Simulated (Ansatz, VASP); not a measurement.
One calculation of BN, two programs

```
CELL_PARAMETERS angstrom
2.50399 0.00000 0.00000
-1.25200 2.16852 0.00000
0.00000 0.00000 6.66120
ATOMIC_POSITIONS crystal
B 0.33333 0.66667 0.25000
B 0.66667 0.33333 0.75000
N 0.31798 0.65899 0.75000
N 0.66667 0.33333 0.25000
```

Alike in both runs: task single point; functional r2SCAN; k mesh 12 × 12 × 4; occupations gaussian, width 0.05 eV; no spin polarisation.

```csv
,VASP,Ansatz
version,VASP 6.6.1,Ansatz 0.2.0
potentials or method,"VASP PAW PBE potentials, release 64 (B, N), cutoff 520 eV","scalar-relativistic, plane waves, PAW"
valence electrons in the cell,16,16
```

```tsv
	VASP	Ansatz	Ansatz less VASP
gap on the k mesh at the Fermi level (eV)	4.83	4.79	-0.042
least direct gap on the mesh (eV)	5.25	5.21	-0.039
pressure (GPa)	0.0	-0.4	-0.39
traceless stress, the component that is largest in VASP (GPa)	1.61	1.61	0.000
rms of the force components (eV/Å)	0.593	0.596	+0.0035
```

VASP's potentials were made for PBE, not for r2SCAN. Atom by atom the forces differ by 0.003 eV/Å (rms over components).
